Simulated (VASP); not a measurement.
A run of VASP 6.6.1 is set up as follows.

INCAR

```
SYSTEM = Cl
ALGO = Normal
EDIFF = 1E-7
ENCUT = 520
GGA = PE
ISIF = 2
ISMEAR = -1
LASPH = .True.
LCHARG = .False.
LREAL = .False.
LWAVE = .False.
NBANDS = 22
NELM = 60
PREC = Accurate
SIGMA = 0.05
```

File KPOINTS:

```
k-points
0
Gamma
  7 7 4
  0 0 0
```

POSCAR

```
Cl
1.0
    3.9912420434     -2.1764062538      0.0000000000
    3.9912420434      2.1764062538      0.0000000000
    0.0000000000      0.0000000000      8.4506696888
Cl
4
Direct
    0.8863233309      0.1136766691      0.1064141082
    0.6136766691      0.3863233309      0.6064141082
    0.1136766691      0.8863233309      0.8935858918
    0.3863233309      0.6136766691      0.3935858918
```

Potentials or basis: VASP PAW PBE potentials, release 64 (Cl).

Command:

```console
$ cat potpaw_PBE.64/Cl/POTCAR > POTCAR
$ mpirun -np 1 vasp_std > vasp.out
```

Task: What does it give for the band gap on the k mesh?

Result: 2.21 eV.

Task: Predict the largest force.

Result: 0.577 eV/Å.

Task: Estimate the pressure.

Result: -1.1 GPa.

Forces in eV/Å, atoms in the order of the input:
```
Cl   0.000 -0.288 -0.500
Cl   0.000  0.288 -0.500
Cl   0.000  0.288  0.500
Cl   0.000 -0.288  0.500
```

Caveat: this functional lacks dispersion, which holds the molecules together, so the pressure and a relaxed volume are unreliable. A k mesh can miss the band edges.
